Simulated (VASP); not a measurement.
Here is a VASP 6.6.1 calculation.

INCAR

```
PREC = Accurate
ENCUT = 520
EDIFF = 1E-6
ISMEAR = 0
SIGMA = 0.1
LREAL = Auto
LASPH = True
NELM = 100
ALGO = Normal
ISIF = 2
LWAVE = False
LCHARG = False
GGA = PS
NBANDS = 118
```

Contents of KPOINTS:

```
Automatic mesh
0
Gamma
  3 3 3
```

File POSCAR:

```
Nb16H
1.0
    6.6000000000      0.0000000000      0.0000000000
    0.0000000000      6.6000000000      0.0000000000
    0.0000000000      0.0000000000      6.6000000000
Nb H
16 1
Direct
   -0.0000063636      0.0009672727      0.0005395455
    0.4995939394      0.0009737879      0.0005240909
   -0.0015845455      0.5017583333     -0.0023562121
    0.0117966667     -0.0033195455      0.5056806061
    0.2497963636      0.2504296970      0.2493984848
    0.5011634848      0.5017665152     -0.0023653030
    0.4878174242     -0.0033078788      0.5056675758
    0.7497916667      0.2588804545      0.2419604545
   -0.0002780303      0.4995877273      0.4983106061
    0.2497918182      0.7497627273      0.2517081818
    0.2497940909      0.2481581818      0.7504453030
    0.4998666667      0.4995996970      0.4983001515
    0.7497948485      0.7525465152      0.2501013636
    0.7497990909      0.2503819697      0.7487378788
    0.2497900000      0.7465280303      0.7532519697
    0.7498000000      0.7481245455      0.7519459091
    0.7497825758      0.0428136364      0.4253012121
```

Potentials or basis: VASP PAW PBE potentials, release 64 (Nb_sv, H).

Command:

```console
$ cat potpaw_PBE.64/Nb_sv/POTCAR potpaw_PBE.64/H/POTCAR > POTCAR
$ mpirun -np 1 vasp_std > vasp.out
```

Task: What does it give for the pressure?

Result: -3.8 GPa.

Task: What does it give for the largest force?

Result: 0.344 eV/Å.

Stress tensor (GPa, compression positive):
```
-2.63  0.00  0.00
 0.00 -4.45 -0.60
 0.00 -0.60 -4.33
```

Caveat: the PAW data sets were made with another functional, which shifts forces and pressure a little.
